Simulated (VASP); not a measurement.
Be: single point with PBE+D3(BJ)

Be:

```
CELL_PARAMETERS angstrom
2.23257 0.00000 0.00000
-1.11629 1.93347 0.00000
0.00000 0.00000 3.52916
ATOMIC_POSITIONS crystal
Be 0.33333 0.66667 0.25000
Be 0.66667 0.33333 0.75000
```

* Program: VASP 6.6.1
* Task: single point
* Functional: PBE
* Dispersion: D3(BJ)
* Potentials or basis: VASP PAW PBE potentials, release 64 (Be)
* Cutoff: 520 eV
* k mesh: 24 × 24 × 12
* Occupations: gaussian, width 0.15 eV
* Spin: no spin polarisation

```
Pressure                   : -3.0 GPa
Band gap on the k mesh     : zero (bands 2 and 3 overlap by 2.10 eV)
Dispersion energy per atom : -0.369 eV
```

Stress tensor (GPa, compression positive):
```
-2.58  0.00  0.00
 0.00 -2.58  0.00
 0.00  0.00 -3.80
```

Levels at points of the mesh, in eV from the Fermi level:
```tsv
k point	band 1	band 2	band 3	band 4	band 5	band 6
(0.00, 0.00, 0.00)	-11.55	-4.60	1.18	16.56	16.56	19.46
(0.50, 0.00, 0.00)	-5.12	-3.14	3.73	6.62	6.97	9.75
(0.00, 0.00, 0.50)	-9.36	-9.36	10.92	10.92	18.25	18.25
(0.50, 0.00, 0.50)	-3.72	-3.72	1.71	1.71	12.42	12.42
```

Run time: 44 s on 1 thread of Intel(R) Xeon(R) Platinum 8488C (Sapphire Rapids), with other jobs on the host, peak memory 0.17 GiB.
